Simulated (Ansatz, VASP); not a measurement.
**One calculation of AgI, two programs**

The input POSCAR:

```
AgI
1.0
   -2.3243249503      2.3243249503      3.2907520899
    2.3243249503     -2.3243249503      3.2907520899
    2.3243249503      2.3243249503     -3.2907520899
Ag I
1 1
Direct
    0.2500000000      0.7500000000      0.5000000000
    0.0000000000      0.0000000000      0.0000000000
```

The input INCAR.step1:

```
SYSTEM = AgI
PREC     = Accurate       ! precision mode
ENCUT    = 400            ! plane-wave cutoff, eV
EDIFF    = 1E-5           ! SCF threshold, eV
ISMEAR   = 1              ! smearing method
SIGMA    = 0.05           ! smearing width, eV
LREAL    = .FALSE.        ! projectors in reciprocal space
LASPH    = .TRUE.         ! aspherical terms in the spheres
NELM     = 120            ! most SCF steps
ALGO     = Normal         ! electronic algorithm
ISIF     = 2              ! what is computed and relaxed
LWAVE    = .TRUE.         ! write WAVECAR
LCHARG   = .FALSE.        ! write CHGCAR
GGA      = PE             ! functional
NBANDS   = 16             ! bands
GGA_COMPAT= .FALSE.
```

File INCAR.step2:

```
SYSTEM = AgI
PREC     = Accurate       ! precision mode
ENCUT    = 400            ! plane-wave cutoff, eV
EDIFF    = 1E-6           ! SCF threshold, eV
ISMEAR   = 1              ! smearing method
SIGMA    = 0.05           ! smearing width, eV
LREAL    = .FALSE.        ! projectors in reciprocal space
LASPH    = .TRUE.         ! aspherical terms in the spheres
NELM     = 120            ! most SCF steps
ALGO     = Normal         ! electronic algorithm
ISIF     = 2              ! what is computed and relaxed
LWAVE    = .FALSE.        ! write WAVECAR
LCHARG   = .FALSE.        ! write CHGCAR
GGA      = PE             ! functional
LHFCALC  = .TRUE.         ! exact exchange
HFSCREEN = 0.2079         ! screening, 1/A
PRECFOCK = Normal       
ISTART   = 1            
NBANDS   = 16             ! bands
GGA_COMPAT= .FALSE.
```

File KPOINTS:

```
Automatic mesh
0
G
  4 4 4
  0 0 0
```

Input for Ansatz:

```yaml
crystal:
  lattice:
    - [-2.3243249503, 2.3243249503, 3.2907520899]
    - [2.3243249503, -2.3243249503, 3.2907520899]
    - [2.3243249503, 2.3243249503, -3.2907520899]
  atoms:
    - { symbol: Ag, position: [0.25, 0.75, 0.5] }
    - { symbol: I, position: [0.0, 0.0, 0.0] }
kpoints:
  mp_grid: { grid: [4, 4, 4] }
hamiltonian:
  xc: hse06
scf:
  occupations: { method: methfessel_paxton, width: 0.05 }
  n_extra_bands: 4
output:
  forces: true
  stress: true
  eigenvalues: true
```

Alike in both runs: task single point; functional HSE06; k mesh 4 × 4 × 4; occupations methfessel-paxton of order 1, width 0.05 eV; no spin polarisation.

```csv
,VASP,Ansatz
version,VASP 6.6.1,Ansatz 0.2.0
potentials or method,"VASP PAW PBE potentials, release 64 (Ag, I)",plane waves
plane-wave cutoff (eV),400,420
valence electrons in the cell,18,36
```

Ansatz gave:

* gap on the k mesh at the Fermi level (eV): 2.51
* pressure (GPa): 0.6

Which values does VASP return?

gap on the k mesh at the Fermi level (eV): 2.48; pressure (GPa): 0.4.

The functional is the same, so the differences come from potentials, cutoffs and numerics. VASP's potentials hold 18 valence electrons a cell and Ansatz's 36, so a difference there can come from the potentials and not from the codes. Ansatz's warnings: stress exchange threshold loose, stress scf threshold loose.

The k mesh is coarse, so the values compare programs but aren't converged. Neither program's run includes spin-orbit coupling.
